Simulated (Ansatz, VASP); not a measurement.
# MgO in VASP and in Ansatz

The input POSCAR:

```
MgO
1.0
    0.0000000000      2.2562189984      2.3177227129
    2.2562189984      0.0000000000      2.3177227129
    2.2562189984      2.2562189984      0.0000000000
Mg O
1 1
Direct
    0.0000000000      0.0000000000      0.0000000000
    0.2500000000      0.2500000000      0.2500000000
```

Contents of INCAR.step1:

```
SYSTEM = MgO
PREC = Accurate ; ENCUT = 520
EDIFF = 1E-5 ; ISMEAR = 0
SIGMA = 0.01 ; LREAL = .False.
LASPH = .True. ; NELM = 100
ALGO = Normal ; ISIF = 2
LWAVE = .True. ; GGA = PE
NBANDS = 11
```

File INCAR.step2:

```
SYSTEM = MgO
PREC = Accurate ; ENCUT = 520
EDIFF = 1E-6 ; ISMEAR = 0
SIGMA = 0.01 ; LREAL = .False.
LASPH = .True. ; NELM = 100
ALGO = Normal ; ISIF = 2
LWAVE = .False. ; LCHARG = .True.
GGA = PE ; LHFCALC = .True.
HFSCREEN = 0.2079 ; PRECFOCK = Normal
LELF = .True. ; LVHAR = .True.
ISTART = 1 ; NBANDS = 11
```

File KPOINTS:

```
Automatic mesh
0
Gamma
  6 6 6
  0 0 0
```

Input for Ansatz:

```yaml
crystal:
  lattice:
    - [0.0, 2.2562189984, 2.3177227129]
    - [2.2562189984, 0.0, 2.3177227129]
    - [2.2562189984, 2.2562189984, 0.0]
  atoms:
    - { symbol: Mg, position: [0.0, 0.0, 0.0] }
    - { symbol: O, position: [0.25, 0.25, 0.25] }
kpoints:
  mp_grid: { grid: [6, 6, 6] }
  band_path:
    path:
      - [0.0, 0.0, 0.0]
      - [-0.5, -0.5, 0.0]
      - [-0.375, -0.375, 0.25]
      - [-0.375, 0.0, 0.375]
      - [0.0, 0.0, 0.5]
      - [-0.5, -0.25, 0.25]
    npoints: 1
hamiltonian:
  xc: hse06
scf:
  occupations: { method: fixed }
  n_extra_bands: 4
output:
  forces: true
  stress: true
  eigenvalues: true
```

Change from the starting cell: epitaxial_xy strain -1.1%.

Alike in both runs: task single point; functional HSE06; k mesh 6 × 6 × 6; no spin polarisation.

|  | VASP | Ansatz |
| --- | --- | --- |
| version | VASP 6.6.1 | Ansatz 0.2.0 |
| potentials or method | VASP PAW PBE potentials, release 64 (Mg, O) | plane waves, PAW |
| plane-wave cutoff (eV) | 520 | 420 |
| occupations | gaussian, width 0.01 eV | fixed |
| valence electrons in the cell | 8 | 16 |

|  | VASP | Ansatz | Ansatz less VASP |
| --- | --- | --- | --- |
| gap on the k mesh at the Fermi level (eV) | 5.26 | 5.29 | +0.028 |
| pressure (GPa) | 0.8 | 0.9 | +0.07 |
| traceless stress, the component that is largest in VASP (GPa) | -0.90 | -0.90 | +0.003 |

VASP's potentials hold 8 valence electrons a cell and Ansatz's 16, so a difference there can come from the potentials and not from the codes. Ansatz's warnings: stress exchange threshold loose, stress scf threshold loose.
